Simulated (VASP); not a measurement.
# BPd4 (Pmm2) in VASP: single point with PBEsol

Aim: the single point of BPd4 with PBEsol.

Program: VASP 6.6.1. These are calculated values, not measurements. Logs are shortened: lines on timing, memory, paths and dates and some standing lists are left out, and cuts for length are marked.

## 1. The cell of the first run

Symmetry: Pmm2, No. 25, orthorhombic system. Conventional cell: a = 2.793 Å, b = 4.305 Å, c = 5.813 Å, α = 90.00°, β = 90.00°, γ = 90.00°. Pd (site symmetry mm2) has 1 B at 1.93 Å and 10 Pd at 2.69 to 2.82 Å within 2.9 Å. Pd (site symmetry mm2) has 2 B at 2.01 Å and 10 Pd at 2.70 to 3.00 Å within 3.0 Å. Pd (site symmetry mm2) has 12 Pd at 2.69 to 3.47 Å within 3.5 Å. Pd (site symmetry mm2) has 2 B at 2.16 Å and 10 Pd at 2.79 to 3.00 Å within 3.0 Å. Within 2.6 Å of B (site symmetry mm2) lie 5 Pd at 1.93 to 2.16 Å.

## 2. Single point, PBEsol

INCAR

```
SYSTEM = BPd4
ALGO     = Normal         ! electronic algorithm
EDIFF    = 1E-6           ! SCF threshold, eV
ENCUT    = 540            ! plane-wave cutoff, eV
GGA      = PS             ! functional
GGA_COMPAT= .False.      
ISIF     = 2              ! what is computed and relaxed
ISMEAR   = -1             ! smearing method
LASPH    = .True.         ! aspherical terms in the spheres
LCHARG   = .False.        ! write CHGCAR
LREAL    = .False.        ! projectors in reciprocal space
LWAVE    = .False.        ! write WAVECAR
NBANDS   = 46             ! bands
NELM     = 120            ! most SCF steps
PREC     = Accurate       ! precision mode
SIGMA    = 0.05           ! smearing width, eV
```

KPOINTS

```
k-points
0
Gamma
  9 6 5
  0 0 0
```

POSCAR

```
BPd4
1.0
    2.7934505235      0.0000000000      0.0000000000
    0.0000000000      4.3046807216      0.0000000000
    0.0000000000      0.0000000000      5.8131755630
Pd B
4 1
Direct
    0.5000000000      0.0000000000      0.1927940832
    0.0000000000      0.0000000000      0.6120621210
    0.0000000000      0.5000000000      0.3327146133
    0.5000000000      0.5000000000      0.8792335814
    0.5000000000      0.0000000000      0.8601956010
```

Potentials or basis: VASP PAW PBE potentials, release 64 (Pd_sv_GW, B).

Run with:

```sh
cat potpaw_PBE.64/Pd_sv_GW/POTCAR potpaw_PBE.64/B/POTCAR > POTCAR
mpirun -np 1 vasp_std > vasp.out
```

OUTCAR:

```text
SYSTEM = BPd4
   EDIFF = 1E-6
   ENCUT = 540
   GGA = PS
   ISIF = 2
   ISMEAR = -1
   LASPH = .True.
   LREAL = .False.
   NELM = 120
   PREC = Accurate

 ion  position               nearest neighbor table
   1  0.500  0.000  0.193-   5 1.93
   2  0.000  0.000  0.612-   5 2.01   5 2.01
   3  0.000  0.500  0.333-
   4  0.500  0.500  0.879-   5 2.16   5 2.16
   5  0.500  0.000  0.860-   1 1.93   2 2.01   2 2.01   4 2.16   4 2.16

  LATTYP: Found a simple orthorhombic cell.
 ALAT       =     2.7934505235
 B/A-ratio  =     1.5409905010
 C/A-ratio  =     2.0810017983

  Lattice vectors:

 A1 = (   2.7934505235,   0.0000000000,   0.0000000000)
 A2 = (   0.0000000000,   4.3046807216,   0.0000000000)
 A3 = (   0.0000000000,   0.0000000000,   5.8131755630)

Analysis of symmetry for initial positions (statically):
=====================================================================
 Subroutine PRICEL returns:
 Original cell was already a primitive cell.

 Routine SETGRP: Setting up the symmetry group for a
 simple orthorhombic supercell.

 Subroutine GETGRP returns: Found  4 space group operations
 (whereof  4 operations were pure point group operations)
 out of a pool of  8 trial point group operations.

The static configuration has the point symmetry C_2v.

Analysis of symmetry for dynamics (positions and initial velocities):
=====================================================================
 Subroutine PRICEL returns:
 Original cell was already a primitive cell.

 Routine SETGRP: Setting up the symmetry group for a
 simple orthorhombic supercell.

 Subroutine GETGRP returns: Found  4 space group operations
 (whereof  4 operations were pure point group operations)
 out of a pool of  8 trial point group operations.

The dynamic configuration has the point symmetry C_2v.

 Subroutine INISYM returns: Found  4 space group operations
 (whereof  4 operations are pure point group operations),
 and found     1 'primitive' translations

----------------------------------------------------------------------------------------

                                     Primitive cell

  volume of cell :      69.9029

  direct lattice vectors                    reciprocal lattice vectors
     2.793450523  0.000000000  0.000000000     0.357980208  0.000000000  0.000000000
     0.000000000  4.304680722  0.000000000     0.000000000  0.232305266  0.000000000
     0.000000000  0.000000000  5.813175563     0.000000000  0.000000000  0.172023017

  length of vectors
     2.793450523  4.304680722  5.813175563     0.357980208  0.232305266  0.172023017

  position of ions in fractional coordinates (direct lattice)
     0.500000000  0.000000000  0.192794083
     0.000000000  0.000000000  0.612062121
     0.000000000  0.500000000  0.332714613
     0.500000000  0.500000000  0.879233581
     0.500000000  0.000000000  0.860195601

  ion indices of the primitive-cell ions
   primitive index   ion index
                 1           1
                 2           2
                 3           3
                 4           4
                 5           5

----------------------------------------------------------------------------------------

 KPOINTS: k-points

Automatic generation of k-mesh.
 Grid dimensions read from file:
 generate k-points for:    9    6    5

 Generating k-lattice:

  Cartesian coordinates                     Fractional coordinates (reciprocal lattice)
     0.039775579  0.000000000  0.000000000     0.111111111  0.000000000  0.000000000
     0.000000000  0.038717544  0.000000000     0.000000000  0.166666667  0.000000000
     0.000000000  0.000000000  0.034404603     0.000000000  0.000000000  0.200000000

  Length of vectors
     0.039775579  0.038717544  0.034404603

  Shift w.r.t. Gamma in fractional coordinates (k-lattice)
     0.000000000  0.000000000  0.000000000

 Subroutine IBZKPT returns following result:
 ===========================================

 Found     60 irreducible k-points:

 Following reciprocal coordinates:
            Coordinates               Weight
  0.000000  0.000000  0.000000      1.000000
  0.111111  0.000000  0.000000      2.000000
  0.222222  0.000000  0.000000      2.000000
  0.333333  0.000000  0.000000      2.000000
  0.444444  0.000000  0.000000      2.000000
  0.000000  0.166667  0.000000      2.000000
[... 16 lines left out ...]
  0.222222  0.000000  0.200000      4.000000
  0.333333  0.000000  0.200000      4.000000
 [... further k-points ...]
   k-points           NKPTS =     60   k-points in BZ     NKDIM =     60   number of bands    NBANDS=     46
   number of dos      NEDOS =    301   number of ions     NIONS =      5
   total plane-waves  NPLWV =  41472
   dimension x,y,z NGX =    24 NGY =   36 NGZ =   48
   dimension x,y,z NGXF=    48 NGYF=   72 NGZF=   96
   ions per type =               4   1
   NGX,Y,Z   is equivalent  to a cutoff of  14.28, 13.90, 13.73 a.u.
   NGXF,Y,Z  is equivalent  to a cutoff of  28.57, 27.81, 27.45 a.u.
 SYSTEM =  BPd4
   PREC   = accura    normal or accurate (medium, high low for compatibility)
   ISTART =      0    job   : 0-new  1-cont  2-samecut
   ICHARG =      2    charge: 1-file 2-atom 10-const
   ISPIN  =      1    spin polarized calculation?
   LNONCOLLINEAR =      F non collinear calculations
   LSORBIT =      F    spin-orbit coupling
   LASPH  =      T    aspherical Exc in radial PAW
   ENCUT  =  540.0 eV  39.69 Ry    6.30 a.u.   5.29  8.16 11.01*2*pi/ulx,y,z
   NELM   =    120;   NELMIN=  2; NELMDL= -5     # of ELM steps
   EDIFF  = 0.1E-05   stopping-criterion for ELM
   LREAL  =      F    real-space projection
   EDIFFG = 0.1E-04   stopping-criterion for IOM
   NSW    =      0    number of steps for IOM
   IBRION =     -1    ionic relax: 0-MD 1-quasi-New 2-CG
   NFREE  =      0    steps in history (QN), initial steepest desc. (CG)
   ISIF   =      2    stress and relaxation
   ISYM   =      2    0-nonsym 1-usesym 2-fastsym
   POTIM  = 0.5000    time-step for ionic-motion
   TEBEG  =    0.0;   TEEND  =   0.0 temperature during run
   PSTRESS=    0.0 pullay stress
   NELECT =      75.0000    total number of electrons
   NUPDOWN=      -1.0000    fix difference up-down
   EMIN   =  10.00;   EMAX   =-10.00  energy-range for DOS
   EFERMI =   0.00;   METHOD = LEGACY
   ISMEAR =    -1;   SIGMA  =   0.05  broadening in eV -4-tet -1-fermi 0-gaus
   EFERMI_NEDOS =   21; number of points for ismear=-14 and -15
   IALGO  =     38    algorithm
   IMIX   =      4    mixing-type and parameters
     AMIX     =   0.40;   BMIX     =  1.00
     AMIX_MAG =   1.60;   BMIX_MAG =  1.00
  volume/ion in A,a.u.               =      13.98        94.35
  Fermi-wavevector in a.u.,A,eV,Ry     =   1.675959  3.167104 38.216582  2.808840
  Thomas-Fermi vector in A             =   2.760486
   LORBIT       =      0    0 simple, 1 ext, 2 COOP (PROOUT), +10 PAW based schemes
   GGA     = PS    functional components
   LHFCALC =     F    Hartree Fock is set to
   AEXX    =    0.0000 exact exchange contribution
   IVDW    =     0    specifies the selected vdW correction
   LEPSILON=     F    determine dielectric tensor
   LRPA    =     F    only Hartree local field effects (RPA)
 non-spin polarized calculation
  energy-cutoff  :      540.00
  volume of cell :       69.90
 maximum number of plane-waves:      2009
 NGX is ok and might be reduce to    24
   NGX = 11   NGY = 17   NGZ = 23

 number of electron      74.9999998 magnetization

 Free energy of the ion-electron system (eV)
  ---------------------------------------------------
  ext. energy  EPLUGINS =         0.00000000
  ---------------------------------------------------
  free energy    TOTEN  =       -24.97704423 eV

  energy without entropy =      -24.95375921  energy(sigma->0) =      -24.96540172

 E-fermi :   7.6092     XC(G=0): -13.1148

 val. band max:        7.6031477601   @ k =   0.2222   0.3333   0.2000
 cond. band min:       7.6459734676   @ k =   0.0000   0.0000   0.4000
 fundamental gap:      0.0428257074
 Fermi energy:         7.6091975665

 k-point     1 :       0.0000    0.0000    0.0000
  band No.  band energies     occupation
      1     -77.1390      2.00000
      2     -76.9118      2.00000
      3     -76.4655      2.00000
      4     -76.1168      2.00000
      5     -43.1039      2.00000
      6     -42.9422      2.00000
[... 38 lines left out ...]
     45      16.5237      0.00000
     46      17.4333      0.00000

 k-point     2 :       0.1111    0.0000    0.0000
  band No.  band energies     occupation
      1     -77.1371      2.00000
      2     -76.9100      2.00000
      3     -76.4638      2.00000
      4     -76.1151      2.00000
      5     -43.0987      2.00000
      6     -42.9467      2.00000
[... 38 lines left out ...]
     45      16.6851      0.00000
     46      17.6976      0.00000

 k-point     3 :       0.2222    0.0000    0.0000
  band No.  band energies     occupation
      1     -77.1323      2.00000
      2     -76.9055      2.00000
      3     -76.4595      2.00000
      4     -76.1109      2.00000
      5     -43.0850      2.00000
      6     -42.9735      2.00000
[... 38 lines left out ...]
     45      17.1182      0.00000
     46      18.2905      0.00000

 k-point     4 :       0.3333    0.0000    0.0000
  band No.  band energies     occupation
      1     -77.1269      2.00000
      2     -76.9004      2.00000
      3     -76.4545      2.00000
      4     -76.1061      2.00000
      5     -43.0685      2.00000
      6     -43.0294      2.00000
[... 920 lines left out ...]
     45      16.8012      0.00000
     46      17.9093      0.00000

 k-point    23 :       0.2222    0.0000    0.2000
  band No.  band energies     occupation
      1     -77.1323      2.00000
      2     -76.9055      2.00000
      3     -76.4595      2.00000
      4     -76.1109      2.00000
      5     -43.0843      2.00000
      6     -42.9740      2.00000
[... 38 lines left out ...]
     45      17.1922      0.00000
     46      17.9825      0.00000

 k-point    24 :       0.3333    0.0000    0.2000
  band No.  band energies     occupation
      1     -77.1269      2.00000
      2     -76.9004      2.00000
      3     -76.4545      2.00000
      4     -76.1061      2.00000
      5     -43.0684      2.00000
      6     -43.0295      2.00000
[... 38 lines left out ...]
     45      15.7809      0.00000
     46      17.7036      0.00000

 [... further k-points ...]
[... 5 lines left out ...]
  --------------------------------------------------------------------------------------
  -------------------------------------------------------------------------------------
  Total       -0.9630215     -0.9505484     -0.9249406      0.0000000      0.0000000      0.0000000
  in kB      -22.0724824    -21.7866003    -21.1996677      0.0000000      0.0000000      0.0000000
  external PRESSURE =     -21.6862502 kB  Pullay stress =       0.0000000 kB

 VOLUME and BASIS-vectors are now :
 -----------------------------------------------------------------------------
  energy-cutoff  :      540.00
  volume of cell :       69.90
      direct lattice vectors                 reciprocal lattice vectors
     2.793450523  0.000000000  0.000000000     0.357980208  0.000000000  0.000000000
     0.000000000  4.304680722  0.000000000     0.000000000  0.232305266  0.000000000
     0.000000000  0.000000000  5.813175563     0.000000000  0.000000000  0.172023017

 POSITION                                       TOTAL-FORCE (eV/Angst)
 -----------------------------------------------------------------------------------
      1.39673      0.00000      1.12075         0.000000      0.000000      0.021530
      0.00000      0.00000      3.55802         0.000000      0.000000     -0.021406
      0.00000      2.15234      1.93413         0.000000      0.000000     -0.003675
      1.39673      2.15234      5.11114         0.000000      0.000000      0.002665
      1.39673      0.00000      5.00047         0.000000      0.000000      0.000886
 -----------------------------------------------------------------------------------
    total drift:                                0.000000     -0.000000      0.000975

  FREE ENERGIE OF THE ION-ELECTRON SYSTEM (eV)
  ---------------------------------------------------
  free  energy   TOTEN  =       -24.9770442345 eV

  energy  without entropy=      -24.9537592093  energy(sigma->0) =      -24.96540172
```

Run time: 3.4 min. Hardware: 1 thread of Intel Xeon Platinum 8488C (Sapphire Rapids), shared host; peak memory 0.32 GiB.

What came out:

- Free energy: -24.9770 eV
- Pressure: -2.2 GPa
- Largest force: 0.022 eV/Å
- Band gap on the k mesh: zero (an odd number of electrons rules out a gap without spin polarisation)

Forces in eV/Å, atoms in the order of the input:
```
Pd   0.000  0.000  0.022
Pd   0.000  0.000 -0.021
Pd   0.000  0.000 -0.004
Pd   0.000  0.000  0.003
B    0.000  0.000  0.001
```

Levels at points of the mesh, in eV from the Fermi level:
```csv
k point,band 34,band 35,band 36,band 37,band 38,band 39,band 40,band 41,band 42,band 43
"(0.00, 0.00, 0.00)",-1.43,-1.27,-0.70,-0.51,-0.49,0.06,0.38,5.60,5.62,6.07
"(0.00, 0.50, 0.00)",-1.52,-0.99,-0.86,-0.82,-0.82,-0.43,1.12,2.31,4.06,6.47
```

Caveat: the PAW data sets were made with another functional, which shifts forces and pressure a little.
